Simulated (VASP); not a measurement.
# SrVO3 (Pm-3m) in VASP: settings compared, part 2 of 2

VASP 6.6.1. The steps go on from the part before.

## 3. Single point, BLYP, collinear spin, ferromagnetic start

File INCAR:

```
  PREC = Accurate
  ENCUT = 520
  EDIFF = 1E-6
  ISMEAR = -1
  SIGMA = 0.05
  LREAL = F
  LASPH = T
  NELM = 150
  ALGO = Normal
  ISIF = 2
  LWAVE = F
  LCHARG = F
  ISPIN = 2
  MAGMOM = 0 2 0 0 0
  LORBIT = 11
  LMAXMIX = 4
  GGA = B5
  ALDAX = 1.0
  AGGAX = 1.0
  AGGAC = 1.0
  ALDAC = 0.0
  NBANDS = 32
```

File KPOINTS:

```
Automatic mesh
0
Gamma
  7 7 7
```

File POSCAR:

```
SrVO3
1.0
    3.8409000000      0.0000000000      0.0000000000
    0.0000000000      3.8409000000      0.0000000000
    0.0000000000      0.0000000000      3.8409000000
Sr V O
1 1 3
Direct
    0.5000000000      0.5000000000      0.5000000000
    0.0000000000      0.0000000000      0.0000000000
    0.0000000000      0.0000000000      0.5000000000
    0.0000000000      0.5000000000      0.0000000000
    0.5000000000      0.0000000000      0.0000000000
```

Potentials or basis: VASP PAW PBE potentials, release 64 (Sr_sv, V_sv, O).

Run with:

```console
$ cat potpaw_PBE.64/Sr_sv/POTCAR potpaw_PBE.64/V_sv/POTCAR potpaw_PBE.64/O/POTCAR > POTCAR
$ mpirun -np 1 vasp_std > vasp.out
```

OUTCAR:

```text
PREC = Accurate
   ENCUT = 520
   EDIFF = 1E-6
   ISMEAR = -1
   LREAL = F
   LASPH = T
   NELM = 150
   ISIF = 2
   ISPIN = 2
   LORBIT = 11
   GGA = B5

 ion  position               nearest neighbor table
   1  0.500  0.500  0.500-   3 2.72   4 2.72   5 2.72   4 2.72   5 2.72   3 2.72   5 2.72   5 2.72
                             3 2.72   4 2.72   4 2.72   3 2.72   2 3.33   2 3.33   2 3.33   2 3.33
   2  0.000  0.000  0.000-   3 1.92   4 1.92   5 1.92   3 1.92   4 1.92   5 1.92   1 3.33   1 3.33
                             1 3.33   1 3.33   1 3.33   1 3.33   1 3.33   1 3.33
   3  0.000  0.000  0.500-   2 1.92   2 1.92   1 2.72   1 2.72   1 2.72   1 2.72
   4  0.000  0.500  0.000-   2 1.92   2 1.92   1 2.72   1 2.72   1 2.72   1 2.72
   5  0.500  0.000  0.000-   2 1.92   2 1.92   1 2.72   1 2.72   1 2.72   1 2.72

  LATTYP: Found a simple cubic cell.
 ALAT       =     3.8409000000

  Lattice vectors:

 A1 = (   3.8409000000,   0.0000000000,   0.0000000000)
 A2 = (   0.0000000000,   3.8409000000,   0.0000000000)
 A3 = (   0.0000000000,   0.0000000000,   3.8409000000)

Analysis of symmetry for initial positions (statically):
=====================================================================
 Subroutine PRICEL returns:
 Original cell was already a primitive cell.

 Routine SETGRP: Setting up the symmetry group for a
 simple cubic supercell.

 Subroutine GETGRP returns: Found 48 space group operations
 (whereof 48 operations were pure point group operations)
 out of a pool of 48 trial point group operations.

The static configuration has the point symmetry O_h .

Analysis of symmetry for dynamics (positions and initial velocities):
=====================================================================
 Subroutine PRICEL returns:
 Original cell was already a primitive cell.

 Routine SETGRP: Setting up the symmetry group for a
 simple cubic supercell.

 Subroutine GETGRP returns: Found 48 space group operations
 (whereof 48 operations were pure point group operations)
 out of a pool of 48 trial point group operations.

The dynamic configuration has the point symmetry O_h .

Analysis of structural, dynamic, and magnetic symmetry:
=====================================================================
 Subroutine PRICEL returns:
 Original cell was already a primitive cell.

 Routine SETGRP: Setting up the symmetry group for a
 simple cubic supercell.

 Subroutine GETGRP returns: Found 48 space group operations
 (whereof 48 operations were pure point group operations)
 out of a pool of 48 trial point group operations.

The overall configuration has the point symmetry O_h .

 Subroutine INISYM returns: Found 48 space group operations
 (whereof 48 operations are pure point group operations),
 and found     1 'primitive' translations

----------------------------------------------------------------------------------------

                                     Primitive cell

  volume of cell :      56.6629

  direct lattice vectors                    reciprocal lattice vectors
     3.840900000  0.000000000  0.000000000     0.260355646  0.000000000  0.000000000
     0.000000000  3.840900000  0.000000000     0.000000000  0.260355646  0.000000000
     0.000000000  0.000000000  3.840900000     0.000000000  0.000000000  0.260355646

[... 87 lines left out ...]
   NSW    =      0    number of steps for IOM
   IBRION =     -1    ionic relax: 0-MD 1-quasi-New 2-CG
   NFREE  =      0    steps in history (QN), initial steepest desc. (CG)
   ISIF   =      2    stress and relaxation
   ISYM   =      2    0-nonsym 1-usesym 2-fastsym
   POTIM  = 0.5000    time-step for ionic-motion
   TEBEG  =    0.0;   TEEND  =   0.0 temperature during run
   PSTRESS=    0.0 pullay stress
   NELECT =      41.0000    total number of electrons
   NUPDOWN=      -1.0000    fix difference up-down
   EMIN   =  10.00;   EMAX   =-10.00  energy-range for DOS
   EFERMI =   0.00;   METHOD = LEGACY
   ISMEAR =    -1;   SIGMA  =   0.05  broadening in eV -4-tet -1-fermi 0-gaus
   EFERMI_NEDOS =   21; number of points for ismear=-14 and -15
   IALGO  =     38    algorithm
   IMIX   =      4    mixing-type and parameters
     AMIX     =   0.40;   BMIX     =  1.00
     AMIX_MAG =   1.60;   BMIX_MAG =  1.00
  volume/ion in A,a.u.               =      11.33        76.48
  Fermi-wavevector in a.u.,A,eV,Ry     =   1.469726  2.777380 29.389880  2.160095
  Thomas-Fermi vector in A             =   2.585069
   LORBIT       =     11    0 simple, 1 ext, 2 COOP (PROOUT), +10 PAW based schemes
   GGA     = B5    functional components
   LHFCALC =     F    Hartree Fock is set to
   AEXX    =    0.0000 exact exchange contribution
   IVDW    =     0    specifies the selected vdW correction
   LEPSILON=     F    determine dielectric tensor
   LRPA    =     F    only Hartree local field effects (RPA)
 spin polarized calculation
  energy-cutoff  :      520.00
  volume of cell :       56.66
 maximum number of plane-waves:      1551
 NGX is ok and might be reduce to    30
   NGX = 15   NGY = 15   NGZ = 15

 number of electron      41.0000019 magnetization       0.0603997

 number of electron      41.0000017 magnetization      -0.0011968

 Free energy of the ion-electron system (eV)
  ---------------------------------------------------
  ext. energy  EPLUGINS =         0.00000000
  ---------------------------------------------------
  free energy    TOTEN  =       -37.32291144 eV

  energy without entropy =      -37.31100050  energy(sigma->0) =      -37.31695597

 E-fermi :   6.5471     XC(G=0): -11.0707

 val. band max:        6.5157444257   @ k =   0.4286   0.1429   0.1429
 cond. band min:       6.9139358541   @ k =   0.2857   0.2857   0.0000
 fundamental gap:      0.3981914284
 Fermi energy:         6.5471284308

 spin component 1

 k-point     1 :       0.0000    0.0000    0.0000
  band No.  band energies     occupation
      1     -58.9857      1.00000
      2     -32.9805      1.00000
      3     -32.9805      1.00000
      4     -32.9805      1.00000
      5     -27.9638      1.00000
      6     -13.0091      1.00000
[... 689 lines left out ...]
     31      15.8180      0.00000
     32      19.6654      0.00000
 Fermi energy:         6.5471284308

 spin component 2

 k-point     1 :       0.0000    0.0000    0.0000
  band No.  band energies     occupation
      1     -58.9869      1.00000
      2     -32.9817      1.00000
      3     -32.9817      1.00000
      4     -32.9817      1.00000
      5     -27.9637      1.00000
      6     -13.0091      1.00000
[... 689 lines left out ...]
     31      15.8180      0.00000
     32      19.6654      0.00000

------------------------ aborting loop because EDIFF is reached ----------------------------------------

  FORCE on cell =-STRESS in cart. coord.  units (eV):
  Direction    XX          YY          ZZ          XY          YZ          ZX
  --------------------------------------------------------------------------------------
  -------------------------------------------------------------------------------------
  Total        3.3022141      3.3022141      3.3022141      0.0000000      0.0000000     -0.0000000
  in kB       93.3720311     93.3720311     93.3720311      0.0000000      0.0000000     -0.0000000
  external PRESSURE =      93.3720311 kB  Pullay stress =       0.0000000 kB

 VOLUME and BASIS-vectors are now :
 -----------------------------------------------------------------------------
  energy-cutoff  :      520.00
  volume of cell :       56.66
      direct lattice vectors                 reciprocal lattice vectors
     3.840900000  0.000000000  0.000000000     0.260355646  0.000000000  0.000000000
     0.000000000  3.840900000  0.000000000     0.000000000  0.260355646  0.000000000
     0.000000000  0.000000000  3.840900000     0.000000000  0.000000000  0.260355646

 POSITION                                       TOTAL-FORCE (eV/Angst)
 -----------------------------------------------------------------------------------
      1.92045      1.92045      1.92045         0.000000      0.000000      0.000000
      0.00000      0.00000      0.00000         0.000000      0.000000      0.000000
      0.00000      0.00000      1.92045         0.000000      0.000000      0.000000
      0.00000      1.92045      0.00000         0.000000      0.000000      0.000000
      1.92045      0.00000      0.00000         0.000000      0.000000      0.000000
 -----------------------------------------------------------------------------------
    total drift:                                0.000000     -0.000000      0.000000

  FREE ENERGIE OF THE ION-ELECTRON SYSTEM (eV)
  ---------------------------------------------------
  free  energy   TOTEN  =       -37.3229114398 eV

  energy  without entropy=      -37.3110005037  energy(sigma->0) =      -37.31695597

 total charge

# of ion       s       p       d       tot
------------------------------------------
    1        1.999   5.822   0.218   8.039
    2        2.281   6.344   2.962  11.587
    3        1.558   3.501   0.000   5.060
    4        1.558   3.501   0.000   5.060
    5        1.558   3.501   0.000   5.060
--------------------------------------------------
tot          8.954  22.671   3.180  34.805

 magnetization (x)

# of ion       s       p       d       tot
------------------------------------------
    1        0.000   0.000  -0.000   0.000
    2       -0.000  -0.000  -0.001  -0.001
    3        0.000   0.000   0.000   0.000
    4        0.000   0.000   0.000   0.000
    5        0.000   0.000   0.000   0.000
--------------------------------------------------
tot         -0.000   0.000  -0.001  -0.001
```

It took 2.5 min on 1 thread of Intel Xeon 8259CL, shared host; peak memory 0.22 GiB.

What came out:

```yaml
Free_energy: -37.3229 eV
Pressure: 9.3 GPa
Net_moment: 0.00 μB per cell
Valence_electrons_inside_the_program's_atomic_spheres: Sr 8.04; V 11.59; O 5.06
```

Levels at points of the mesh, in eV from the Fermi level:
Spin up:
```tsv
k point	band 16	band 17	band 18	band 19	band 20	band 21	band 22	band 23	band 24	band 25
(0.00, 0.00, 0.00)	-3.15	-3.15	-2.32	-2.32	-2.32	-0.84	-0.84	-0.84	1.37	1.37
```
Spin down:
| k point | band 17 | band 18 | band 19 | band 20 | band 21 | band 22 | band 23 | band 24 |
| --- | --- | --- | --- | --- | --- | --- | --- | --- |
| (0.00, 0.00, 0.00) | -3.15 | -2.32 | -2.32 | -2.32 | -0.84 | -0.84 | -0.84 | 1.37 |

Caveat: the PAW data sets were made with another functional, which shifts forces and pressure a little; semilocal functionals often make such compounds metallic where correlation or magnetic order opens a gap, which also shifts bond lengths. With open d or f shells a metallic result of BLYP can be an artefact of self-interaction; +U or a hybrid may open a gap.

## 4. Single point, revPBE, collinear spin, ferromagnetic start

This run uses another cell than the first one, of 11.71 Å³/atom, 1.033 times its volume.

File INCAR:

```
SYSTEM = SrVO3
ALGO = Normal ; EDIFF = 1E-6
ENCUT = 520 ; GGA = RE
ISIF = 2 ; ISMEAR = -1
ISPIN = 2 ; LASPH = .True.
LCHARG = .False. ; LMAXMIX = 4
LORBIT = 11 ; LREAL = .False.
LWAVE = .False. ; MAGMOM = 0 2 0 0 0
NBANDS = 32 ; NELM = 150
PREC = Accurate ; SIGMA = 0.05
```

File KPOINTS:

```
k-points
0
Gamma
  7 7 7
  0 0 0
```

POSCAR, as its differences from that of step 3:

```diff
@@ -2,5 +2,5 @@
 1.0
-    3.8409000000      0.0000000000      0.0000000000
-    0.0000000000      3.8409000000      0.0000000000
-    0.0000000000      0.0000000000      3.8409000000
+    3.8828396851      0.0000000000      0.0000000000
+    0.0000000000      3.8828396851      0.0000000000
+    0.0000000000      0.0000000000      3.8828396851
 Sr V O
```

Potentials or basis: VASP PAW PBE potentials, release 64 (Sr_sv, V_sv, O).

Run with:

```console
$ cat potpaw_PBE.64/Sr_sv/POTCAR potpaw_PBE.64/V_sv/POTCAR potpaw_PBE.64/O/POTCAR > POTCAR
$ mpirun -np 1 vasp_std > vasp.out
```

OUTCAR:

```text
SYSTEM = SrVO3
   EDIFF = 1E-6
   ENCUT = 520
   GGA = RE
   ISIF = 2
   ISMEAR = -1
   ISPIN = 2
   LASPH = .True.
   LORBIT = 11
   LREAL = .False.
   NELM = 150
   PREC = Accurate

 ion  position               nearest neighbor table
   1  0.500  0.500  0.500-   3 2.75   4 2.75   5 2.75   4 2.75   5 2.75   3 2.75   5 2.75   5 2.75
                             3 2.75   4 2.75   4 2.75   3 2.75   2 3.36   2 3.36   2 3.36   2 3.36
   2  0.000  0.000  0.000-   3 1.94   4 1.94   5 1.94   3 1.94   4 1.94   5 1.94   1 3.36   1 3.36
                             1 3.36   1 3.36   1 3.36   1 3.36   1 3.36   1 3.36
   3  0.000  0.000  0.500-   2 1.94   2 1.94   1 2.75   1 2.75   1 2.75   1 2.75
   4  0.000  0.500  0.000-   2 1.94   2 1.94   1 2.75   1 2.75   1 2.75   1 2.75
   5  0.500  0.000  0.000-   2 1.94   2 1.94   1 2.75   1 2.75   1 2.75   1 2.75

  LATTYP: Found a simple cubic cell.
 ALAT       =     3.8828396851

  Lattice vectors:

 A1 = (   3.8828396851,   0.0000000000,   0.0000000000)
 A2 = (   0.0000000000,   3.8828396851,   0.0000000000)
 A3 = (   0.0000000000,   0.0000000000,   3.8828396851)

Analysis of symmetry for initial positions (statically):
=====================================================================
 Subroutine PRICEL returns:
 Original cell was already a primitive cell.

 Routine SETGRP: Setting up the symmetry group for a
 simple cubic supercell.

 Subroutine GETGRP returns: Found 48 space group operations
 (whereof 48 operations were pure point group operations)
 out of a pool of 48 trial point group operations.

The static configuration has the point symmetry O_h .

Analysis of symmetry for dynamics (positions and initial velocities):
=====================================================================
 Subroutine PRICEL returns:
 Original cell was already a primitive cell.

 Routine SETGRP: Setting up the symmetry group for a
 simple cubic supercell.

 Subroutine GETGRP returns: Found 48 space group operations
 (whereof 48 operations were pure point group operations)
[... 171 lines left out ...]
 fundamental gap:      0.3851234613
 Fermi energy:         5.9881254030

 spin component 1

 k-point     1 :       0.0000    0.0000    0.0000
  band No.  band energies     occupation
      1     -59.9129      1.00000
      2     -33.6771      1.00000
      3     -33.6771      1.00000
      4     -33.6771      1.00000
      5     -28.5872      1.00000
      6     -13.5635      1.00000
[... 689 lines left out ...]
     31      14.9990      0.00000
     32      18.6645      0.00000
 Fermi energy:         5.9881254030

 spin component 2

 k-point     1 :       0.0000    0.0000    0.0000
  band No.  band energies     occupation
      1     -59.9190      1.00000
      2     -33.6831      1.00000
      3     -33.6831      1.00000
      4     -33.6831      1.00000
      5     -28.5872      1.00000
      6     -13.5634      1.00000
[... 689 lines left out ...]
     31      14.9986      0.00000
     32      18.6644      0.00000

------------------------ aborting loop because EDIFF is reached ----------------------------------------

  FORCE on cell =-STRESS in cart. coord.  units (eV):
  Direction    XX          YY          ZZ          XY          YZ          ZX
  --------------------------------------------------------------------------------------
  -------------------------------------------------------------------------------------
  Total        0.2921059      0.2921059      0.2921059      0.0000000      0.0000000      0.0000000
  in kB        7.9947071      7.9947071      7.9947071      0.0000000      0.0000000      0.0000000
  external PRESSURE =       7.9947071 kB  Pullay stress =       0.0000000 kB

 VOLUME and BASIS-vectors are now :
 -----------------------------------------------------------------------------
  energy-cutoff  :      520.00
  volume of cell :       58.54
      direct lattice vectors                 reciprocal lattice vectors
     3.882839685  0.000000000  0.000000000     0.257543468  0.000000000  0.000000000
     0.000000000  3.882839685  0.000000000     0.000000000  0.257543468  0.000000000
     0.000000000  0.000000000  3.882839685     0.000000000  0.000000000  0.257543468

 POSITION                                       TOTAL-FORCE (eV/Angst)
 -----------------------------------------------------------------------------------
      1.94142      1.94142      1.94142         0.000000      0.000000      0.000000
      0.00000      0.00000      0.00000         0.000000      0.000000      0.000000
      0.00000      0.00000      1.94142         0.000000      0.000000      0.000000
      0.00000      1.94142      0.00000         0.000000      0.000000      0.000000
      1.94142      0.00000      0.00000         0.000000      0.000000      0.000000
 -----------------------------------------------------------------------------------
    total drift:                                0.000000     -0.000000      0.000000

  FREE ENERGIE OF THE ION-ELECTRON SYSTEM (eV)
  ---------------------------------------------------
  free  energy   TOTEN  =       -37.4885914700 eV

  energy  without entropy=      -37.4765659701  energy(sigma->0) =      -37.48257872

 total charge

# of ion       s       p       d       tot
------------------------------------------
    1        1.999   5.820   0.202   8.021
    2        2.273   6.324   2.909  11.506
    3        1.567   3.472   0.000   5.039
    4        1.567   3.472   0.000   5.039
    5        1.567   3.472   0.000   5.039
--------------------------------------------------
tot          8.973  22.561   3.112  34.646

 magnetization (x)

# of ion       s       p       d       tot
------------------------------------------
    1        0.000   0.000  -0.000  -0.000
    2       -0.000  -0.000  -0.005  -0.005
    3        0.000   0.000   0.000   0.000
    4        0.000   0.000   0.000   0.000
    5        0.000   0.000   0.000   0.000
--------------------------------------------------
tot         -0.000   0.001  -0.005  -0.004
```

stdout:

```text
POSCAR found type information on POSCAR SrV O
 POSCAR found :  3 types and       5 ions
 scaLAPACK will be used
 -----------------------------------------------------------------------------
|                                                                             |
|                                                                             |
|     You enforced a specific xc type in the INCAR file but a different       |
|     I HOPE YOU KNOW WHAT YOU ARE DOING!                                     |
|                                                                             |
 -----------------------------------------------------------------------------

 LDA part: xc-table for (Slater+PW92), standard interpolation
 POSCAR, INCAR and KPOINTS ok, starting setup
 FFT: planning ... GRIDC
 FFT: planning ... GRID_SOFT
 FFT: planning ... GRID
 WAVECAR not read
 entering main loop
```

Run time: 2.8 min. Hardware: 1 thread of Intel Xeon 8259CL, shared host; peak memory 0.23 GiB.

What came out:

| Item | Value |
| --- | --- |
| Free energy | -37.4886 eV |
| Pressure | 0.8 GPa |
| Net moment | -0.01 μB per cell |
| Valence electrons inside the program's atomic spheres | Sr 8.02; V 11.51; O 5.04 |

Levels at points of the mesh, in eV from the Fermi level:
Spin up:
| k point | band 18 | band 19 | band 20 | band 21 | band 22 | band 23 |
| --- | --- | --- | --- | --- | --- | --- |
| (0.00, 0.00, 0.00) | -2.28 | -2.28 | -2.28 | -0.81 | -0.81 | -0.81 |
Spin down:
| k point | band 16 | band 17 | band 18 | band 19 | band 20 | band 21 | band 22 | band 23 | band 24 | band 25 |
| --- | --- | --- | --- | --- | --- | --- | --- | --- | --- | --- |
| (0.00, 0.00, 0.00) | -3.04 | -3.04 | -2.28 | -2.28 | -2.28 | -0.82 | -0.82 | -0.82 | 1.25 | 1.25 |

Caveat: the PAW data sets were made with another functional, which shifts forces and pressure a little; semilocal functionals often make such compounds metallic where correlation or magnetic order opens a gap, which also shifts bond lengths.

## 5. Overview

```tsv
level	cell	gap on the mesh (eV)	pressure (GPa)	moment (μB)
r2SCAN	a = 3.841 Å, 5 atoms	none	-1.2	0.00
BLYP	a = 3.841 Å, 5 atoms	none	9.3	0.00
revPBE	a = 3.883 Å, 5 atoms	none	0.8	0.01
```

Alike in all rows: task single point; potentials or basis VASP PAW PBE potentials, release 64 (Sr_sv, V_sv, O); spin collinear, ferromagnetic start; k mesh 7 × 7 × 7; cutoff (eV) 520; smearing fermi-dirac 0.05 eV.

Caveats: the PAW data sets were made with another functional, which shifts forces and pressure a little; semilocal functionals often make such compounds metallic where correlation or magnetic order opens a gap, which also shifts bond lengths.

Absolute energies hang on the potentials; compare differences alone.
